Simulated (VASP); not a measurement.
A run of VASP 6.6.1:

The input INCAR:

```
PREC = Accurate ; ENCUT = 600
EDIFF = 1E-7 ; ISMEAR = 0
SIGMA = 0.1 ; LREAL = False
LASPH = True ; NELM = 80
ALGO = Normal ; ISIF = 3
LWAVE = False ; LCHARG = False
GGA = PE ; IBRION = 2
NSW = 90 ; EDIFFG = -0.04
```

File KPOINTS:

```
regular mesh
0
Gamma
  4 4 4
```

The input POSCAR:

```
CrW3
1.0
    3.8800131563      0.0000000000      0.0000000000
    0.0000000000      3.8800131563      0.0000000000
    0.0000000000      0.0000000000      3.8800131563
Cr W
1 3
Direct
    0.0000000000      0.0000000000      0.0000000000
    0.0000000000      0.5000000000      0.5000000000
    0.5000000000      0.0000000000      0.5000000000
    0.5000000000      0.5000000000      0.0000000000
```

Potentials or basis: VASP PAW PBE potentials, release 64 (Cr_pv, W_sv).

Run with:

```sh
$ cat potpaw_PBE.64/Cr_pv/POTCAR potpaw_PBE.64/W_sv/POTCAR > POTCAR
$ mpirun -np 1 vasp_std > vasp.out
```

Hardware: 1 thread of Oxide Virtual Turin-like Processor (shared host).

Question: How long does it take, and how much memory?

Answer: Run time: 100 s on 1 thread of Oxide Virtual Turin-like Processor, with other jobs on the host, peak memory 0.17 GiB. Counts: scf iterations 107, k points 10, ion steps 4.
